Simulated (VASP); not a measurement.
# H2Se (P-3m1) in VASP: notebook

H2Se is run at these levels: PBE+D3(BJ); tasks: single point, relaxation of cell and atoms.

Everything below comes from runs of VASP 6.6.1. Logs are shortened: lines on timing, memory, paths and dates and some standing lists are left out, and cuts for length are marked.

## (1) The cell of the first run

It takes space group P-3m1 (No. 164, trigonal). Conventional cell: a = 3.241 Å, b = 3.241 Å, c = 3.892 Å, α = 90.00°, β = 90.00°, γ = 120.00°. H (site symmetry 3m) has 3 Se at 1.96 Å and 3 H at 2.20 Å within 2.6 Å. Se (site symmetry -3m) has 6 H at 1.96 Å within 2.6 Å.

## (2) Single point, PBE+D3(BJ)

The input, INCAR:

```
  ALGO = Normal
  EDIFF = 1E-7
  ENCUT = 520
  GGA = PE
  ISIF = 2
  ISMEAR = 0
  IVDW = 12
  LASPH = T
  LCHARG = F
  LREAL = F
  LWAVE = F
  NBANDS = 11
  NELM = 100
  PREC = Accurate
  SIGMA = 0.1
```

The input, KPOINTS:

```
k-points
0
Gamma
  6 6 4
```

The input, POSCAR:

```
H2Se
1.0
    3.2405730972      0.0000000000      0.0000000000
   -1.6202865486      2.8064186250      0.0000000000
    0.0000000000      0.0000000000      3.8920177746
H Se
2 1
Direct
    0.3333333333      0.6666666667      0.1487662091
    0.6666666667      0.3333333333      0.8512337909
    0.0000000000      0.0000000000      0.0000000000
```

Potentials or basis: VASP PAW PBE potentials, release 64 (H, Se).

The run is started by

```bash
$ cat potpaw_PBE.64/H/POTCAR potpaw_PBE.64/Se/POTCAR > POTCAR
$ mpirun -np 1 vasp_std > vasp.out
```

OUTCAR:

```text
EDIFF = 1E-7
   ENCUT = 520
   GGA = PE
   ISIF = 2
   ISMEAR = 0
   IVDW = 12
   LASPH = T
   LREAL = F
   NELM = 100
   PREC = Accurate
 IVDW          = 12

 ion  position               nearest neighbor table
   1  0.333  0.667  0.149-
   2  0.667  0.333  0.851-
   3  0.000  0.000  0.000-

  LATTYP: Found a hexagonal cell.
 ALAT       =     3.2405730972
 C/A-ratio  =     1.2010276139

  Lattice vectors:

 A1 = (   3.2405730972,   0.0000000000,   0.0000000000)
 A2 = (  -1.6202865486,   2.8064186250,   0.0000000000)
 A3 = (   0.0000000000,   0.0000000000,   3.8920177746)

Analysis of symmetry for initial positions (statically):
=====================================================================
 Subroutine PRICEL returns:
 Original cell was already a primitive cell.

 Routine SETGRP: Setting up the symmetry group for a
 hexagonal supercell.

 Subroutine GETGRP returns: Found 12 space group operations
 (whereof 12 operations were pure point group operations)
 out of a pool of 24 trial point group operations.

The static configuration has the point symmetry D_3d.

Analysis of symmetry for dynamics (positions and initial velocities):
=====================================================================
 Subroutine PRICEL returns:
 Original cell was already a primitive cell.

 Routine SETGRP: Setting up the symmetry group for a
 hexagonal supercell.

 Subroutine GETGRP returns: Found 12 space group operations
 (whereof 12 operations were pure point group operations)
 out of a pool of 24 trial point group operations.

The dynamic configuration has the point symmetry D_3d.

 Subroutine INISYM returns: Found 12 space group operations
 (whereof 12 operations are pure point group operations),
 and found     1 'primitive' translations

----------------------------------------------------------------------------------------

                                     Primitive cell

  volume of cell :      35.3956

  direct lattice vectors                    reciprocal lattice vectors
     3.240573097  0.000000000  0.000000000     0.308587392  0.178163014  0.000000000
    -1.620286549  2.806418625  0.000000000     0.000000000  0.356326027  0.000000000
     0.000000000  0.000000000  3.892017775     0.000000000  0.000000000  0.256936134

  length of vectors
     3.240573097  3.240573097  3.892017775     0.356326027  0.356326027  0.256936134

  position of ions in fractional coordinates (direct lattice)
     0.333333333  0.666666667  0.148766209
     0.666666667  0.333333333  0.851233791
     0.000000000  0.000000000  0.000000000

  ion indices of the primitive-cell ions
   primitive index   ion index
                 1           1
                 2           2
                 3           3

----------------------------------------------------------------------------------------

 KPOINTS: k-points

Automatic generation of k-mesh.
 Grid dimensions read from file:
 generate k-points for:    6    6    4

 Generating k-lattice:

  Cartesian coordinates                     Fractional coordinates (reciprocal lattice)
     0.051431232  0.029693836  0.000000000     0.166666667  0.000000000  0.000000000
     0.000000000  0.059387671  0.000000000     0.000000000  0.166666667  0.000000000
     0.000000000  0.000000000  0.064234033     0.000000000  0.000000000  0.250000000

  Length of vectors
     0.059387671  0.059387671  0.064234033

  Shift w.r.t. Gamma in fractional coordinates (k-lattice)
     0.000000000  0.000000000  0.000000000

 Subroutine IBZKPT returns following result:
 ===========================================

 Found     24 irreducible k-points:

 Following reciprocal coordinates:
            Coordinates               Weight
  0.000000  0.000000  0.000000      1.000000
  0.166667 -0.000000  0.000000      6.000000
  0.333333 -0.000000  0.000000      6.000000
  0.500000 -0.000000  0.000000      3.000000
  0.166667  0.166667  0.000000      6.000000
  0.333333  0.166667  0.000000     12.000000
[... 16 lines left out ...]
  0.333333  0.166667  0.500000     12.000000
  0.333333  0.333333  0.500000      2.000000
   k-points           NKPTS =     24   k-points in BZ     NKDIM =     24   number of bands    NBANDS=     11
   number of dos      NEDOS =    301   number of ions     NIONS =      3
   total plane-waves  NPLWV =  17280
   dimension x,y,z NGX =    24 NGY =   24 NGZ =   30
   dimension x,y,z NGXF=    48 NGYF=   48 NGZF=   60
   ions per type =               2   1
   NGX,Y,Z   is equivalent  to a cutoff of  12.31, 12.31, 12.81 a.u.
   NGXF,Y,Z  is equivalent  to a cutoff of  24.62, 24.62, 25.63 a.u.
 SYSTEM =  unknown system
   PREC   = accura    normal or accurate (medium, high low for compatibility)
   ISTART =      0    job   : 0-new  1-cont  2-samecut
   ICHARG =      2    charge: 1-file 2-atom 10-const
   ISPIN  =      1    spin polarized calculation?
   LNONCOLLINEAR =      F non collinear calculations
   LSORBIT =      F    spin-orbit coupling
[... 64 lines left out ...]
      5       3.7751      0.00000
      6       6.1965      0.00000
      7       6.2162      0.00000
      8      11.5135      0.00000
      9      11.5135      0.00000
     10      17.3722      0.00000
     11      19.0066      0.00000

 k-point     2 :       0.1667   -0.0000    0.0000
  band No.  band energies     occupation
      1     -12.8937      2.00000
      2      -1.5785      2.00000
      3      -0.5156      2.00000
      4       2.4019      1.02466
      5       4.4740      0.00000
      6       6.2544      0.00000
      7       7.6441      0.00000
      8      13.0099      0.00000
      9      13.0549      0.00000
     10      16.0612      0.00000
     11      17.9743      0.00000

 k-point     3 :       0.3333   -0.0000    0.0000
  band No.  band energies     occupation
      1     -11.6746      2.00000
      2      -4.4642      2.00000
      3      -0.3384      2.00000
      4       1.4968      2.00000
      5       2.6164      0.00268
      6       7.8708      0.00000
      7       9.9295      0.00000
      8      10.7630      0.00000
      9      14.4168      0.00000
     10      16.1633      0.00000
     11      17.3145      0.00000

 k-point     4 :       0.5000   -0.0000    0.0000
  band No.  band energies     occupation
      1     -10.6272      2.00000
      2      -6.3757      2.00000
      3       0.6649      2.00000
      4       1.1285      2.00000
      5       1.4739      2.00000
      6       9.2498      0.00000
      7      10.0649      0.00000
      8      10.1490      0.00000
      9      12.0514      0.00000
     10      16.1264      0.00000
     11      19.3812      0.00000

 k-point     5 :       0.1667    0.1667    0.0000
  band No.  band energies     occupation
      1     -12.0528      2.00000
      2      -3.0130      2.00000
      3      -1.5656      2.00000
      4       0.8811      2.00000
      5       5.2351      0.00000
      6       7.1378      0.00000
      7       8.4453      0.00000
      8      11.9240      0.00000
      9      14.4097      0.00000
     10      15.6393      0.00000
     11      17.5749      0.00000
[... 211 lines left out ...]
 k-point    21 :       0.5000   -0.0000    0.5000
  band No.  band energies     occupation
      1     -10.4284      2.00000
      2      -6.1243      2.00000
      3      -0.1678      2.00000
      4       0.3360      2.00000
      5       1.3078      2.00000
      6       6.6404      0.00000
      7       9.6580      0.00000
      8      13.2789      0.00000
      9      15.9024      0.00000
     10      18.8868      0.00000
     11      19.3824      0.00000

 k-point    22 :       0.1667    0.1667    0.5000
  band No.  band energies     occupation
      1     -11.8304      2.00000
      2      -2.7858      2.00000
      3      -2.5800      2.00000
      4       0.2915      2.00000
      5       4.8935      0.00000
      6       7.7247      0.00000
      7       9.2639      0.00000
      8      12.1320      0.00000
      9      15.6923      0.00000
     10      16.1601      0.00000
     11      17.3585      0.00000

 k-point    23 :       0.3333    0.1667    0.5000
  band No.  band energies     occupation
      1     -10.5320      2.00000
      2      -5.2712      2.00000
      3      -2.3320      2.00000
      4      -0.1583      2.00000
      5       3.6914      0.00000
      6       7.4318      0.00000
      7       8.4825      0.00000
      8      13.2187      0.00000
      9      16.5133      0.00000
     10      18.1360      0.00000
     11      19.0963      0.00000

 k-point    24 :       0.3333    0.3333    0.5000
  band No.  band energies     occupation
      1      -9.9286      2.00000
      2      -4.6866      2.00000
      3      -4.6866      2.00000
      4       0.3209      2.00000
      5       4.9143      0.00000
      6       4.9143      0.00000
      7      11.5058      0.00000
      8      11.5058      0.00000
      9      17.8624      0.00000
     10      17.9073      0.00000
     11      20.6782      0.00000

------------------------ aborting loop because EDIFF is reached ----------------------------------------

 Edisp (eV)   -0.42489

 E8    (eV) :    -0.1468

  FORCE on cell =-STRESS in cart. coord.  units (eV):
  Direction    XX          YY          ZZ          XY          YZ          ZX
  --------------------------------------------------------------------------------------
  -------------------------------------------------------------------------------------
  Total       0.07179     0.07179    -0.08801     0.00000     0.00000     0.00000
  in kB       3.24965     3.24965    -3.98370     0.00000     0.00000     0.00000
  external pressure =        0.84 kB  Pullay stress =        0.00 kB

 VOLUME and BASIS-vectors are now :
 -----------------------------------------------------------------------------
  energy-cutoff  :      520.00
  volume of cell :       35.40
      direct lattice vectors                 reciprocal lattice vectors
     3.240573097  0.000000000  0.000000000     0.308587392  0.178163014  0.000000000
    -1.620286549  2.806418625  0.000000000     0.000000000  0.356326027  0.000000000
     0.000000000  0.000000000  3.892017775     0.000000000  0.000000000  0.256936134

 POSITION                                       TOTAL-FORCE (eV/Angst)
 -----------------------------------------------------------------------------------
     -0.00000      1.87095      0.57900        -0.000000      0.000000     -0.000036
      1.62029      0.93547      3.31302         0.000000     -0.000000      0.000036
      0.00000      0.00000      0.00000         0.000000      0.000000      0.000000
 -----------------------------------------------------------------------------------
    total drift:                               -0.000000      0.000000      0.000000

  FREE ENERGIE OF THE ION-ELECTRON SYSTEM (eV)
  ---------------------------------------------------
  free  energy   TOTEN  =        -8.6556732023 eV

  energy  without entropy=       -8.6477063358  energy(sigma->0) =       -8.65168977
```

Wall time 3.8 s (1 thread of Intel Xeon 6975P-C (Granite Rapids), shared host); peak memory 0.15 GiB.

What came out:

- Free energy: -8.6557 eV
- Pressure: 0.1 GPa
- Band gap on the k mesh: zero (band 4 reaches 3.13 eV, above the bottom of band 5 at 1.22 eV)
- Dispersion energy per atom: -0.142 eV

Stress tensor (GPa, compression positive):
```
 0.32  0.00  0.00
 0.00  0.32  0.00
 0.00  0.00 -0.40
```

Caveat: the k points lie up to 0.40 Å⁻¹ apart; pairwise dispersion overbinds metals, which lowers pressure and volume.

## (3) Single point, PBE+D3(BJ)

This run uses another cell than the first one, of 12.39 Å³/atom, 1.051 times its volume.

The input, INCAR:

```
SYSTEM = H2Se
  PREC = Accurate
  ENCUT = 520
  EDIFF = 1E-7
  ISMEAR = 0
  SIGMA = 0.1
  LREAL = .False.
  LASPH = .True.
  NELM = 100
  ALGO = Normal
  ISIF = 2
  LWAVE = .False.
  LCHARG = .False.
  GGA = PE
  IVDW = 12
  NBANDS = 11
```

The input, KPOINTS:

```
Automatic mesh
0
Gamma
  6 6 4
  0 0 0
```

The input, POSCAR:

```
H2Se
1.0
    3.2109336200      0.0000000000      0.0000000000
   -1.6054668100      2.7807500800      0.0000000000
    0.0000000000      0.0000000000      4.1646049500
H Se
2 1
Direct
    0.3333333300      0.6666666700      0.2500000000
    0.6666666700      0.3333333300      0.7500000000
    0.0000000000      0.0000000000      0.0000000000
```

Potentials or basis: VASP PAW PBE potentials, release 64 (H, Se).

The run is started by

```bash
$ cat potpaw_PBE.64/H/POTCAR potpaw_PBE.64/Se/POTCAR > POTCAR
$ mpirun -np 1 vasp_std > vasp.out
```

Run time: 3.9 s. Hardware: 1 thread of Intel Xeon 6975P-C (Granite Rapids), shared host; peak memory 0.15 GiB.

Results (log left out):

| Quantity | Value |
| --- | --- |
| Free energy | -8.0388 eV |
| Pressure | -4.4 GPa |
| Largest force | 1.109 eV/Å |
| Band gap on the k mesh | zero (band 4 reaches 3.37 eV, above the bottom of band 5 at 1.47 eV) |
| Dispersion energy per atom | -0.157 eV |

Forces on the atoms (eV/Å):
```
H    0.000  0.000 -1.109
H    0.000  0.000  1.109
Se   0.000  0.000  0.000
```

Stress tensor (GPa, compression positive):
```
  0.00   0.00   0.00
  0.00   0.00   0.00
  0.00   0.00 -13.30
```

Levels at points of the mesh, in eV from the Fermi level:
| k point | band 2 | band 3 | band 4 | band 5 | band 6 | band 7 |
| --- | --- | --- | --- | --- | --- | --- |
| (0.00, 0.00, 0.00) | -5.34 | -1.04 | 0.94 | 0.94 | 4.59 | 5.48 |
| (0.50, 0.00, 0.00) | -7.73 | -1.86 | -1.70 | -0.87 | 3.65 | 6.00 |
| (0.00, 0.00, 0.50) | -7.12 | 1.03 | 1.03 | 1.55 | 4.33 | 8.52 |
| (0.50, 0.00, 0.50) | -7.38 | -2.97 | -2.80 | -0.73 | 4.16 | 5.04 |

Caveat: the k points lie up to 0.38 Å⁻¹ apart; pairwise dispersion overbinds metals, which lowers pressure and volume; forces of over 1 eV/Å act on the atoms, so gaps and moduli don't describe the material at rest.

## (4) Relaxation of cell and atoms, PBE+D3(BJ)

This run uses another cell than the first one, of 12.39 Å³/atom, 1.051 times its volume.

The input, INCAR:

```
SYSTEM = H2Se
PREC = Accurate
ENCUT = 600
EDIFF = 1E-6
ISMEAR = 0
SIGMA = 0.1
LREAL = .False.
LASPH = .True.
NELM = 80
ALGO = Normal
ISIF = 3
LWAVE = .False.
LCHARG = .False.
GGA = PE
IVDW = 12
IBRION = 2
NSW = 90
EDIFFG = -0.04
```

KPOINTS is that of step 3.

POSCAR is that of step 3.

The run is started by

```bash
$ cat potpaw_PBE.64/H/POTCAR potpaw_PBE.64/Se/POTCAR > POTCAR
$ mpirun -np 1 vasp_std > vasp.out
```

Run time: 42 s. Hardware: 1 thread of Intel Xeon 6975P-C (Granite Rapids), shared host; peak memory 0.19 GiB.

Results (log left out):

| Item | Value |
| --- | --- |
| Free energy | -8.6566 eV |
| Relaxed volume | 11.73 Å³/atom |
| Relaxed cell | a = 3.248 Å, b = 3.248 Å, c = 3.853 Å, α = 90.00°, β = 90.00°, γ = 120.00° |
| Space group after relaxing (to 0.05 Å) | P-3m1 (No. 164) |
| Energy gained by relaxing | 205.9 meV/atom |
| Ionic steps | 15 |
| Pressure after relaxing | 0.0 GPa |
| Largest force after relaxing | 0.033 eV/Å |
| Band gap on the k mesh | zero (band 4 reaches 3.13 eV, above the bottom of band 5 at 1.23 eV) |
| Dispersion energy per atom | -0.143 eV |

Forces on the atoms (eV/Å):
```
H    0.000  0.000  0.033
H    0.000  0.000 -0.033
Se   0.000  0.000  0.000
```

Stress tensor (GPa, compression positive):
```
-0.03  0.00  0.00
 0.00 -0.03  0.00
 0.00  0.00  0.09
```

Step by step:
```tsv
step	energy change (eV)	largest force (eV/Å)	pressure (GPa)	volume (Å³)
1	0.0000	1.1093	-4.38	37.18
2	-0.2318	0.8459	-2.96	35.36
3	-0.5146	0.4320	1.80	30.82
4	-0.5163	0.3235	2.91	30.10
5	-0.5172	0.3449	2.66	30.25
6	-0.5490	0.2633	0.93	31.19
7	-0.5698	0.1618	-0.89	32.49
8	-0.5716	0.1271	-1.52	32.98
9	-0.5960	0.0256	-0.21	33.00
10	-0.6033	0.0639	1.04	33.01
11	-0.6037	0.0928	1.46	33.00
12	-0.6125	0.0796	0.82	33.89
13	-0.6169	0.0555	0.14	35.06
14	-0.6170	0.0513	0.04	35.25
15	-0.6176	0.0329	0.01	35.20
```

Final structure:
```
H Se
1.0
     3.24789    0.00000    0.00000
    -1.62395    2.81276    0.00000
     0.00000    0.00000    3.85318
H Se
2 1
Direct
  0.33333 0.66667 0.14711
  0.66667 0.33333 0.85289
  0.00000 0.00000 0.00000
```

Levels at points of the mesh, in eV from the Fermi level:
| k point | band 2 | band 3 | band 4 | band 5 | band 6 | band 7 |
| --- | --- | --- | --- | --- | --- | --- |
| (0.00, 0.00, 0.00) | -4.05 | 0.58 | 0.58 | 1.37 | 3.78 | 3.87 |
| (0.50, 0.00, 0.00) | -8.75 | -1.70 | -1.27 | -0.83 | 6.97 | 7.74 |
| (0.00, 0.00, 0.50) | -5.94 | 0.73 | 0.73 | 1.79 | 3.52 | 9.42 |
| (0.50, 0.00, 0.50) | -8.48 | -2.56 | -2.02 | -1.08 | 4.23 | 7.31 |

Caveat: the k points lie up to 0.41 Å⁻¹ apart in the final cell; pairwise dispersion overbinds metals, which lowers pressure and volume.

## (5) Single point, PBE+D3(BJ)

This run uses another cell than the first one, of 11.99 Å³/atom, 1.017 times its volume.

The input, INCAR:

```
PREC = Accurate
ENCUT = 520
EDIFF = 1E-6
ISMEAR = 0
SIGMA = 0.1
LREAL = False
LASPH = True
NELM = 100
ALGO = Normal
ISIF = 2
LWAVE = False
LCHARG = True
GGA = PE
IVDW = 12
LELF = True
LVHAR = True
NBANDS = 11
```

The input, KPOINTS:

```
regular mesh
0
Gamma
  18 18 12
```

The input, POSCAR:

```
H2Se
1.0
    3.2582524435      0.0000000000      0.0000000000
   -1.6291262218      2.8217293880      0.0000000000
    0.0000000000      0.0000000000      3.9134845961
H Se
2 1
Direct
    0.3333333333      0.6666666667      0.1445634046
    0.6666666667      0.3333333333      0.8554365954
    0.0000000000      0.0000000000      0.0000000000
```

The run is started by

```bash
$ cat potpaw_PBE.64/H/POTCAR potpaw_PBE.64/Se/POTCAR > POTCAR
$ mpirun -np 1 vasp_std > vasp.out
```

Wall time 34 s (1 thread of Intel Xeon 6975P-C (Granite Rapids), shared host); peak memory 0.28 GiB.

Results (log left out):

* Free energy: -8.6945 eV
* Pressure: 0.0 GPa
* Band gap on the k mesh: zero (band 4 reaches 2.97 eV, above the bottom of band 5 at 1.05 eV)
* Dispersion energy per atom: -0.139 eV

Levels at points of the mesh, in eV from the Fermi level:
```csv
k point,band 1,band 2,band 3,band 4,band 5,band 6,band 7,band 8
"(0.00, 0.00, 0.00)",-15.54,-4.02,0.66,0.66,1.37,3.77,3.89,9.15
"(0.50, 0.00, 0.00)",-12.88,-8.62,-1.66,-1.18,-0.81,6.94,7.75,7.87
"(0.00, 0.00, 0.50)",-15.32,-5.77,0.79,0.79,1.76,3.51,9.27,9.55
"(0.50, 0.00, 0.50)",-12.69,-8.38,-2.41,-1.96,-1.00,4.32,7.36,10.96
```

Caveat: pairwise dispersion overbinds metals, which lowers pressure and volume.

## (6) Summary

```csv
task,cell,k mesh,cutoff (eV),gap on the mesh (eV),pressure (GPa),largest force (eV/Å)
single point,"a = 3.241, b = 3.241, c = 3.892 Å, angles 90.0, 90.0, 120.0°, 3 atoms",6 × 6 × 4,520,none,0.1,-
single point,"a = 3.211, b = 3.211, c = 4.165 Å, angles 90.0, 90.0, 120.0°, 3 atoms",6 × 6 × 4,520,none,-4.4,1.11
relaxation of cell and atoms,"relaxed from a = 3.211, b = 3.211, c = 4.165 Å, angles 90.0, 90.0, 120.0°, 3 atoms",6 × 6 × 4,600,none,0.0,0.03
single point,"a = 3.258, b = 3.258, c = 3.913 Å, angles 90.0, 90.0, 120.0°, 3 atoms",18 × 18 × 12,520,none,0.0,-
```

Alike in all rows: level PBE+D3(BJ); potentials or basis VASP PAW PBE potentials, release 64 (H, Se); no spin polarisation; smearing gaussian 0.1 eV.

Caveats: some runs use coarse meshes; pairwise dispersion overbinds metals, which lowers pressure and volume; forces of over 1 eV/Å act on the atoms, so gaps and moduli don't describe the material at rest (some runs).

Absolute energies hang on the potentials; compare differences alone.
